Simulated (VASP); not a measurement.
# B2O (P-3m1) in VASP: single point with PBE

Aim: the single point of B2O with PBE.

Program: VASP 6.6.1. These are calculated values, not measurements. Logs are shortened: lines on timing, memory, paths and dates and some standing lists are left out, and cuts for length are marked.

## 1. The cell of the first run

It takes space group P-3m1 (No. 164, trigonal). The conventional cell has a = 2.879 Å, b = 2.879 Å, c = 7.052 Å, α = 90.00°, β = 90.00°, γ = 120.00°. B (site symmetry 3m) has 1 B at 1.69 Å and 3 O at 1.74 Å within 2.3 Å. Within 2.3 Å of B (site symmetry 3m) lie 3 B at 1.69 Å and 1 O at 2.00 Å. O (site symmetry 3m) has 4 B at 1.74 to 2.00 Å within 2.3 Å.

## 2. Single point, PBE

File INCAR:

```
PREC = Accurate ; ENCUT = 520
EDIFF = 1E-6 ; ISMEAR = -1
SIGMA = 0.02 ; LREAL = False
LASPH = True ; NELM = 80
ALGO = Normal ; ISIF = 2
LWAVE = False ; LCHARG = False
GGA = PE ; NBANDS = 21
```

File KPOINTS:

```
regular mesh
0
Gamma
  8 8 3
```

File POSCAR:

```
B2O
1.0
    2.8790012395      0.0000000000      0.0000000000
   -1.4395006198      2.4932882109      0.0000000000
    0.0000000000      0.0000000000      7.0520000000
B O
4 2
Direct
    0.0000000000      0.0000000000      0.3800000000
    0.0000000000      0.0000000000      0.6200000000
    0.6666666667      0.3333333333      0.0230000000
    0.3333333333      0.6666666667      0.9770000000
    0.6666666667      0.3333333333      0.3060000000
    0.3333333333      0.6666666667      0.6940000000
```

Potentials or basis: VASP PAW PBE potentials, release 64 (B, O).

Command:

```
$ cat potpaw_PBE.64/B/POTCAR potpaw_PBE.64/O/POTCAR > POTCAR
$ mpirun -np 1 vasp_std > vasp.out
```

OUTCAR:

```text
PREC = Accurate
   ENCUT = 520
   EDIFF = 1E-6
   ISMEAR = -1
   LREAL = False
   LASPH = True
   NELM = 80
   ISIF = 2
   GGA = PE

 ion  position               nearest neighbor table
   1  0.000  0.000  0.380-   2 1.69   5 1.74   5 1.74   5 1.74
   2  0.000  0.000  0.620-   1 1.69   6 1.74   6 1.74   6 1.74
   3  0.667  0.333  0.023-   4 1.69   4 1.69   4 1.69   5 2.00
   4  0.333  0.667  0.977-   3 1.69   3 1.69   3 1.69   6 2.00
   5  0.667  0.333  0.306-   1 1.74   1 1.74   1 1.74   3 2.00
   6  0.333  0.667  0.694-   2 1.74   2 1.74   2 1.74   4 2.00

  LATTYP: Found a hexagonal cell.
 ALAT       =     2.8790012395
 C/A-ratio  =     2.4494605640

  Lattice vectors:

 A1 = (   2.8790012395,   0.0000000000,   0.0000000000)
 A2 = (  -1.4395006198,   2.4932882109,   0.0000000000)
 A3 = (   0.0000000000,   0.0000000000,   7.0520000000)

Analysis of symmetry for initial positions (statically):
=====================================================================
 Subroutine PRICEL returns:
 Original cell was already a primitive cell.

 Routine SETGRP: Setting up the symmetry group for a
 hexagonal supercell.

 Subroutine GETGRP returns: Found 12 space group operations
 (whereof 12 operations were pure point group operations)
 out of a pool of 24 trial point group operations.

The static configuration has the point symmetry D_3d.

Analysis of symmetry for dynamics (positions and initial velocities):
=====================================================================
 Subroutine PRICEL returns:
 Original cell was already a primitive cell.

 Routine SETGRP: Setting up the symmetry group for a
 hexagonal supercell.

 Subroutine GETGRP returns: Found 12 space group operations
 (whereof 12 operations were pure point group operations)
 out of a pool of 24 trial point group operations.

The dynamic configuration has the point symmetry D_3d.

 Subroutine INISYM returns: Found 12 space group operations
 (whereof 12 operations are pure point group operations),
 and found     1 'primitive' translations

----------------------------------------------------------------------------------------

                                     Primitive cell

  volume of cell :      50.6205

  direct lattice vectors                    reciprocal lattice vectors
[... 89 lines left out ...]
   LNONCOLLINEAR =      F non collinear calculations
   LSORBIT =      F    spin-orbit coupling
   LASPH  =      T    aspherical Exc in radial PAW
   ENCUT  =  520.0 eV  38.22 Ry    6.18 a.u.   5.35  5.35 13.11*2*pi/ulx,y,z
   NELM   =     80;   NELMIN=  2; NELMDL= -5     # of ELM steps
   EDIFF  = 0.1E-05   stopping-criterion for ELM
   LREAL  =      F    real-space projection
   EDIFFG = 0.1E-04   stopping-criterion for IOM
   NSW    =      0    number of steps for IOM
   IBRION =     -1    ionic relax: 0-MD 1-quasi-New 2-CG
   NFREE  =      0    steps in history (QN), initial steepest desc. (CG)
   ISIF   =      2    stress and relaxation
   ISYM   =      2    0-nonsym 1-usesym 2-fastsym
   POTIM  = 0.5000    time-step for ionic-motion
   TEBEG  =    0.0;   TEEND  =   0.0 temperature during run
   PSTRESS=    0.0 pullay stress
   NELECT =      24.0000    total number of electrons
   NUPDOWN=      -1.0000    fix difference up-down
   EMIN   =  10.00;   EMAX   =-10.00  energy-range for DOS
   EFERMI =   0.00;   METHOD = LEGACY
   ISMEAR =    -1;   SIGMA  =   0.02  broadening in eV -4-tet -1-fermi 0-gaus
   EFERMI_NEDOS =   21; number of points for ismear=-14 and -15
   IALGO  =     38    algorithm
   IMIX   =      4    mixing-type and parameters
     AMIX     =   0.40;   BMIX     =  1.00
     AMIX_MAG =   1.60;   BMIX_MAG =  1.00
  volume/ion in A,a.u.               =       8.44        56.93
  Fermi-wavevector in a.u.,A,eV,Ry     =   1.276546  2.412322 22.171631  1.629569
  Thomas-Fermi vector in A             =   2.409196
   LORBIT       =      0    0 simple, 1 ext, 2 COOP (PROOUT), +10 PAW based schemes
   GGA     = PE    functional components
[... 5 lines left out ...]
 non-spin polarized calculation
  energy-cutoff  :      520.00
  volume of cell :       50.62
 maximum number of plane-waves:      1388
 NGX is ok and might be reduce to    24
   NGX = 11   NGY = 11   NGZ = 27

 number of electron      23.9999996 magnetization

 Free energy of the ion-electron system (eV)
  ---------------------------------------------------
  ext. energy  EPLUGINS =         0.00000000
  ---------------------------------------------------
  free energy    TOTEN  =       -37.61191062 eV

  energy without entropy =      -37.60797724  energy(sigma->0) =      -37.60994393

 E-fermi :   6.1271     XC(G=0): -11.0650

 val. band max:        6.0871957891   @ k =   0.2500  -0.0000   0.0000
 cond. band min:       6.1523364892   @ k =   0.2500  -0.0000   0.0000
 fundamental gap:      0.0651407001
 Fermi energy:         6.1271004262

 k-point     1 :       0.0000    0.0000    0.0000
  band No.  band energies     occupation
      1     -17.3699      2.00000
      2     -16.8579      2.00000
      3      -6.3755      2.00000
      4      -3.5529      2.00000
      5      -1.9772      2.00000
      6      -0.8377      2.00000
[... 565 lines left out ...]
     20      14.1458      0.00000
     21      15.3956      0.00000

 [... further k-points ...]

------------------------ aborting loop because EDIFF is reached ----------------------------------------

  FORCE on cell =-STRESS in cart. coord.  units (eV):
  Direction    XX          YY          ZZ          XY          YZ          ZX
  --------------------------------------------------------------------------------------
  -------------------------------------------------------------------------------------
  Total       -9.0163284     -9.0163284     -0.0163516      0.0000000      0.0000000      0.0000000
  in kB     -285.3735138   -285.3735138     -0.5175400      0.0000000      0.0000000      0.0000000
  external PRESSURE =    -190.4215225 kB  Pullay stress =       0.0000000 kB

 VOLUME and BASIS-vectors are now :
 -----------------------------------------------------------------------------
  energy-cutoff  :      520.00
  volume of cell :       50.62
      direct lattice vectors                 reciprocal lattice vectors
     2.879001239  0.000000000  0.000000000     0.347342678  0.200538389  0.000000000
    -1.439500620  2.493288211  0.000000000     0.000000000  0.401076777  0.000000000
     0.000000000  0.000000000  7.052000000     0.000000000  0.000000000  0.141803744

 POSITION                                       TOTAL-FORCE (eV/Angst)
 -----------------------------------------------------------------------------------
      0.00000      0.00000      2.67976        -0.000000      0.000000      0.057300
      0.00000      0.00000      4.37224        -0.000000     -0.000000     -0.057300
      1.43950      0.83110      0.16220        -0.000000     -0.000000     -0.112117
     -0.00000      1.66219      6.88980         0.000000      0.000000      0.112117
      1.43950      0.83110      2.15791         0.000000     -0.000000     -0.126928
     -0.00000      1.66219      4.89409         0.000000      0.000000      0.126928
 -----------------------------------------------------------------------------------
    total drift:                                0.000000     -0.000000      0.000000

  FREE ENERGIE OF THE ION-ELECTRON SYSTEM (eV)
  ---------------------------------------------------
  free  energy   TOTEN  =       -37.6119106164 eV

  energy  without entropy=      -37.6079772397  energy(sigma->0) =      -37.60994393
```

OSZICAR:

```text
N       E                     dE             d eps       ncg     rms          rms(c)
DAV:   1     0.704371432966E+02    0.70437E+02   -0.12293E+04  1050   0.107E+03
DAV:   2    -0.367887744390E+02   -0.10723E+03   -0.10302E+03  1337   0.224E+02
DAV:   3    -0.417431404045E+02   -0.49544E+01   -0.49105E+01  1349   0.435E+01
[... 11 lines left out ...]
DAV:  15    -0.376119119492E+02    0.62062E-04   -0.25169E-04  1259   0.862E-02    0.107E-02
DAV:  16    -0.376119109009E+02    0.10483E-05   -0.14077E-05  1165   0.229E-02    0.602E-03
DAV:  17    -0.376119140093E+02   -0.31084E-05   -0.24268E-06   932   0.709E-03    0.105E-02
DAV:  18    -0.376119106415E+02    0.33679E-05   -0.87612E-06  1033   0.124E-02    0.114E-03
DAV:  19    -0.376119106164E+02    0.25107E-07   -0.37453E-07   675   0.333E-03
   1 F= -.37611911E+02 E0= -.37609944E+02  d E =-.393338E-02
```

stdout:

```text
POSCAR found type information on POSCAR B O
 POSCAR found :  2 types and       6 ions
 scaLAPACK will be used
 LDA part: xc-table for (Slater+PW92), standard interpolation
 POSCAR, INCAR and KPOINTS ok, starting setup
 FFT: planning ... GRIDC
 FFT: planning ... GRID_SOFT
 FFT: planning ... GRID
 WAVECAR not read
 entering main loop
```

It took 25 s on 1 thread of AMD EPYC 7R13 (Zen 3), shared host; peak memory 0.14 GiB.

What came out:

* Free energy: -37.6119 eV
* Pressure: -19.0 GPa
* Largest force: 0.127 eV/Å
* Band gap on the k mesh: zero (band 12 reaches 6.65 eV, above the bottom of band 13 at 5.57 eV)

Forces on the atoms (eV/Å):
```
B    0.000  0.000  0.057
B    0.000  0.000 -0.057
B    0.000  0.000 -0.112
B    0.000  0.000  0.112
O    0.000  0.000 -0.127
O    0.000  0.000  0.127
```

Stress tensor (GPa, compression positive):
```
-28.54   0.00   0.00
  0.00 -28.54   0.00
  0.00   0.00  -0.05
```
